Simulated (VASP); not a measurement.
Runs of VASP 6.6.1 on Al3In3GaB3N10. The cells are those of the table. 

| cell | k mesh | gap on the mesh (eV) | pressure (GPa) | largest force (eV/Å) |
| --- | --- | --- | --- | --- |
| a = 5.499, b = 5.323, c = 8.466 Å, angles 85.7, 74.0, 71.0°, 20 atoms | 3 × 3 × 2, shifted | 1.56 | 0.0 | 0.05 |
| a = 5.687, b = 5.360, c = 8.122 Å, angles 81.4, 72.3, 72.8°, 20 atoms | 3 × 3 × 2, shifted | 1.93 | 0.0 | 0.04 |
| a = 5.664, b = 5.405, c = 8.351 Å, angles 85.0, 76.8, 66.8°, 20 atoms | 3 × 3 × 2, shifted | (a) | 0.0 | 0.04 |
| a = 5.499, b = 5.323, c = 8.466 Å, angles 85.7, 74.0, 71.0°, 20 atoms | 4 × 4 × 2 | 1.28 | 0.0 | 0.05 |

Alike in all rows: task single point; level PBE; potentials or basis VASP PAW PBE potentials, release 64 (B, N, Al, Ga_d, In_d); no spin polarisation; cutoff (eV) 520; smearing gaussian 0.1 eV.

Problem. Estimate the missing entries.

Solution. (a) 1.48.

Caveats: some runs use coarse meshes; spin-orbit coupling is left out, which moves the levels of the heavy elements.

A k mesh can miss the band edges, and the runs leave out spin-orbit coupling on Ga, In.
